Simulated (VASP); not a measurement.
# GaN: vibrations by perturbation theory with LDA

GaN:

```
Ga N
1.0
     3.16755    0.00000    0.00000
    -1.58378    2.74318    0.00000
     0.00000    0.00000    5.13828
Ga N
2 2
Cartesian
  0.0000 1.8288 -0.0059
  1.5838 0.9144 2.5633
  0.0000 1.8288 1.9327
  1.5838 0.9144 4.5018
```

```
Program                : VASP 6.6.1
Task                   : vibrations by perturbation theory
Functional             : LDA
Potentials or basis    : VASP PAW LDA potentials, release 64 (Ga_d, N)
Cutoff                 : 520 eV
k mesh                 : 8 × 8 × 5
Occupations            : gaussian, width 0.01 eV
Spin                   : no spin polarisation
Dipole correction      : no
Further INCAR settings : ALGO = Normal; EDIFF = 1e-08; IBRION = 8; NSW = 1
```

* Electronic dielectric tensor (diagonal): 5.72, 5.72, 5.84
* Born charges (mean of the diagonal): Ga +2.63; N -2.63 e
* Highest phonon frequency at Γ, LO-TO splitting left out: 694 cm⁻¹

Phonon frequencies in cm⁻¹ (negative: imaginary):
```tsv
q point	frequencies
(0.000, 0.000, 0.000)	0 0 0 140 140 335 536 557 557 566 566 694
```

Electronic dielectric tensor:
```
5.72 0.00 0.00
0.00 5.72 0.00
0.00 0.00 5.84
```

Born effective charge tensors (e):
atom 1, Ga
```
2.59 0.00 0.00
0.00 2.59 0.00
0.00 0.00 2.72
```
atom 2, Ga
```
2.59 0.00 0.00
0.00 2.59 0.00
0.00 0.00 2.72
```
atom 3, N
```
-2.59  0.00  0.00
 0.00 -2.59  0.00
 0.00  0.00 -2.72
```
atom 4, N
```
-2.59  0.00  0.00
 0.00 -2.59  0.00
 0.00  0.00 -2.72
```

Wall time 6.2 min on 1 thread of Intel(R) Xeon(R) 6975P-C (Granite Rapids), on a shared host, peak memory 0.43 GiB.
